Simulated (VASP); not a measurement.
Input of a VASP 6.6.1 run:

INCAR

```
SYSTEM = ZrSn3O8
ALGO     = Normal         ! electronic algorithm
EDIFF    = 1E-6           ! SCF threshold, eV
ENCUT    = 520            ! plane-wave cutoff, eV
GGA      = PE             ! functional
ISIF     = 2              ! what is computed and relaxed
ISMEAR   = -1             ! smearing method
LASPH    = .True.         ! aspherical terms in the spheres
LCHARG   = .False.        ! write CHGCAR
LREAL    = .False.        ! projectors in reciprocal space
LWAVE    = .False.        ! write WAVECAR
NBANDS   = 63             ! bands
NELM     = 80             ! most SCF steps
PREC     = Accurate       ! precision mode
SIGMA    = 0.02           ! smearing width, eV
```

File KPOINTS:

```
k-points
0
Gamma
  8 4 6
  0 0 0
```

Contents of POSCAR:

```
ZrSn3O8
1.0
    3.5377706801      0.0000000000      0.0000000000
    0.0000000000      7.3464216720      0.0000000000
    0.0000000000      0.0000000000      5.4877750810
Sn Zr O
3 1 8
Direct
    0.5000000000      0.2483288530      0.4921239802
    0.5000000000      0.7516711470      0.4921239802
    0.0000000000      0.5000000000      0.0139140293
    0.0000000000      0.0000000000     -0.0027871142
    0.5000000000      0.0000000000      0.3143101310
    0.0000000000      0.2512542973      0.1787267063
    0.0000000000      0.2401265782      0.6789258292
    0.5000000000      0.0000000000      0.8227675948
    0.5000000000      0.5000000000      0.3263996189
    0.0000000000      0.7487457027      0.1787267063
    0.0000000000      0.7598734218      0.6789258292
    0.5000000000      0.5000000000      0.8258427088
```

Potentials or basis: VASP PAW PBE potentials, release 64 (Sn_d, Zr_sv, O).

The run is started by

```console
$ cat potpaw_PBE.64/Sn_d/POTCAR potpaw_PBE.64/Zr_sv/POTCAR potpaw_PBE.64/O/POTCAR > POTCAR
$ mpirun -np 1 vasp_std > vasp.out
```

Task: Predict the pressure.

Result: 0.5 GPa.

Task: Estimate the band gap on the k mesh.

Result: 1.47 eV (least direct gap 1.52 eV).

Stress tensor (GPa, compression positive):
```
0.61 0.00 0.00
0.00 0.55 0.00
0.00 0.00 0.25
```

Caveat: spin-orbit coupling is left out, which moves the levels of the heavy elements. A k mesh can miss the band edges.
